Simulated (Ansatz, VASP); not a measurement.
**TaN: VASP beside Ansatz**

```
Ta N
1.0
     3.06819    0.00000    0.00000
    -1.53409    2.65713    0.00000
     0.00000    0.00000    4.95057
Ta N
2 2
Cartesian
  0.0000 0.0000 0.0000
  0.0000 0.0000 2.4753
  0.0000 1.7714 1.2376
  1.5341 0.8857 3.7129
```

Change from the starting cell: volume scaled by 1.02, PAW files.

Alike in both runs: task electric field gradients; functional PBEsol; k mesh 9 × 9 × 5; occupations fermi-dirac, width 0.01 eV; no spin polarisation.

|  | VASP | Ansatz |
| --- | --- | --- |
| version | VASP 6.6.1 | Ansatz 0.2.0 |
| potentials or method | VASP PAW PBE potentials, release 64 (Ta_pv, N) | PAW with Ansatz's default frozen-core files, scalar-relativistic |
| plane-wave cutoff (eV) | 520 | 420 |
| valence electrons in the cell | 32 | 36 |

|  | VASP | Ansatz | Ansatz less VASP |
| --- | --- | --- | --- |
| pressure (GPa) | 40.1 | 38.7 | -1.42 |
| traceless stress, the component that is largest in VASP (GPa) | 52.71 | 52.38 | -0.330 |
| size of Vzz on the site where it differs most (V/Å²) | 181.6 | 211.5 | +29.88 |

VASP's potentials were made for PBE, not for PBEsol. Both programs put the cell under a high pressure, so it lies far from rest at this level. VASP's potentials hold 32 valence electrons a cell and Ansatz's 36, so a difference there can come from the potentials and not from the codes.

Neither program's run includes spin-orbit coupling.
